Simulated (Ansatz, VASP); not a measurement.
One calculation of PbF2, two programs

```xyz
3
Lattice="0.0000 3.0589 2.9699 3.0589 0.0000 2.9699 3.0589 3.0589 0.0000" Properties=species:S:1:pos:R:3 pbc="T T T"
Pb    0.0000    0.0000    0.0000
F     1.5295    1.5295    1.4849
F     4.5884    4.5884    4.4548
```

Change from the starting cell: strain +0.030 along x and y, +0.000 along z, atoms carried along.

Alike in both runs: task single point; functional r2SCAN; k mesh 8 × 8 × 8; occupations gaussian, width 0.05 eV; no spin polarisation.

```csv
,VASP,Ansatz
version,VASP 6.6.1,Ansatz 0.2.0
potentials or method,"VASP PAW PBE potentials, release 64 (Pb_d, F), cutoff 520 eV","scalar-relativistic, plane waves, PAW"
valence electrons in the cell,28,28
```

```csv
,VASP,Ansatz,Ansatz less VASP
gap on the k mesh at the Fermi level (eV),4.83,4.83,+0.001
least direct gap on the mesh (eV),5.05,5.05,-0.001
pressure (GPa),-4.6,-4.5,+0.12
"traceless stress, the component that is largest in VASP (GPa)",1.10,1.10,0.000
```

VASP's potentials were made for PBE, not for r2SCAN.

Spin-orbit coupling is off throughout.
